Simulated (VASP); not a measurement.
Input of a VASP 6.6.1 run:

INCAR

```
SYSTEM = KCl
  ALGO = Normal
  EDIFF = 1E-8
  ENCUT = 520
  GGA = PE
  ISIF = 2
  ISMEAR = -1
  LASPH = .True.
  LCHARG = .False.
  LEFG = .True.
  LREAL = .False.
  LWAVE = .False.
  NBANDS = 15
  NELM = 100
  PREC = Accurate
  SIGMA = 0.05
```

File KPOINTS:

```
k-points
0
Gamma
  13 13 13
  0 0 0
```

File POSCAR:

```
KCl
1.0
    0.0000000000      3.2105799778      3.2105799778
    3.2105799778      0.0000000000      3.2105799778
    3.2105799778      3.2105799778      0.0000000000
K Cl
1 1
Direct
    0.0000000000      0.0000000000      0.0000000000
    0.5000000000      0.5000000000      0.5000000000
```

Potentials or basis: VASP PAW PBE potentials, release 64 (K_sv, Cl).

The run is started by

```sh
$ cat potpaw_PBE.64/K_sv/POTCAR potpaw_PBE.64/Cl/POTCAR > POTCAR
$ mpirun -np 1 vasp_std > vasp.out
```

Question: What does it give for the band gap on the k mesh?

Answer: 4.98 eV, direct.

Question: What does it give for the pressure?

Answer: -0.3 GPa.

Caveat: without QUAD_EFG the Cq values of the log hold for a quadrupole moment of 1 mb, not for the nuclei. A k mesh can miss the band edges.
